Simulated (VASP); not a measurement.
Write the native input for VASP 6.6.1 that does the following.

| Quantity | Value |
| --- | --- |
| Task | single point |
| Functional | LDA |
| Potentials or basis | VASP PAW LDA potentials, release 64 (Si) |
| Cutoff | 520 eV |
| k mesh | 20 × 20 × 20 |
| Occupations | gaussian, width 0.15 eV |
| Spin | no spin polarisation |
| Dipole correction | no |
| Further INCAR settings | ALGO = Normal; EDIFF = 1e-06; NBANDS = 11 |

The structure of Si lies in POSCAR:

```
Si
1.0
   -2.4069428891      2.4069428891      1.2893874282
    2.4069428891     -2.4069428891      1.2893874282
    2.4069428891      2.4069428891     -1.2893874282
Si
2
Direct
    0.2500000000      0.7500000000      0.5000000000
    0.5000000000      0.5000000000      0.0000000000
```

This cell differs from its parent crystal: strain +0.015 along x and y, -0.030 along z.

These files were run (other wordings do the same):

INCAR

```
SYSTEM = Si
PREC     = Accurate       ! precision mode
ENCUT    = 520            ! plane-wave cutoff, eV
EDIFF    = 1E-6           ! SCF threshold, eV
ISMEAR   = 0              ! smearing method
SIGMA    = 0.15           ! smearing width, eV
LREAL    = .False.        ! projectors in reciprocal space
LASPH    = .True.         ! aspherical terms in the spheres
NELM     = 80             ! most SCF steps
ALGO     = Normal         ! electronic algorithm
ISIF     = 2              ! what is computed and relaxed
LWAVE    = .False.        ! write WAVECAR
LCHARG   = .False.        ! write CHGCAR
GGA      = CA             ! functional
NBANDS   = 11             ! bands
```

KPOINTS

```
regular mesh
0
Gamma
  20 20 20
  0 0 0
```

Potentials or basis: VASP PAW LDA potentials, release 64 (Si).

Command:

```console
$ cat potpaw_LDA.64/Si/POTCAR > POTCAR
$ mpirun -np 1 vasp_std > vasp.out
```

It gave:

```
Pressure               : -1.0 GPa
Band gap on the k mesh : zero (bands 4 and 5 overlap by 6.21 eV)
```

Caveat: the cell differs from its parent crystal (strain +0.015 along x and y, -0.030 along z).

Wall time 79 s on 1 thread of AMD EPYC 9R45 96-Core Processor (Zen 5) (shared host), peak memory 0.24 GiB.
